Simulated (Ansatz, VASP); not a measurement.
# Two plane-wave programs on Si2W

```
Si W
1.0
     4.61685    0.00000    0.00000
    -2.30843    3.99831    0.00000
     0.00000    0.00000    6.65322
Si W
6 3
Cartesian
  2.3084 2.6899 3.3266
  -1.1753 3.3441 5.5444
  1.1753 3.3441 1.1089
  0.0000 1.3085 3.3266
  3.4837 0.6542 5.5444
  1.1332 0.6542 1.1089
  -1.1542 1.9992 1.1089
  1.1542 1.9992 5.5444
  2.3084 0.0000 3.3266
```

Alike in both runs: task single point; functional r2SCAN; k mesh 6 × 6 × 4; occupations gaussian, width 0.1 eV; no spin polarisation.

```csv
,VASP,Ansatz
version,VASP 6.6.1,Ansatz 0.2.0
potentials or method,"VASP PAW PBE potentials, release 64 (Si, W_sv), cutoff 520 eV","scalar-relativistic, plane waves, PAW"
valence electrons in the cell,66,66
```

VASP gave:

| Property | Result |
| --- | --- |
| gap on the k mesh at the Fermi level (eV) | 0.13 |
| least direct gap on the mesh (eV) | 0.80 |
| pressure (GPa) | -4.9 |

Q: What did Ansatz give for the same quantities?

A: gap on the k mesh at the Fermi level (eV): 0.13; least direct gap on the mesh (eV): 0.80; pressure (GPa): -5.1.

VASP's potentials were made for PBE, not for r2SCAN. The functional is the same, so the differences come from potentials, cutoffs and numerics.

Neither program's run includes spin-orbit coupling.
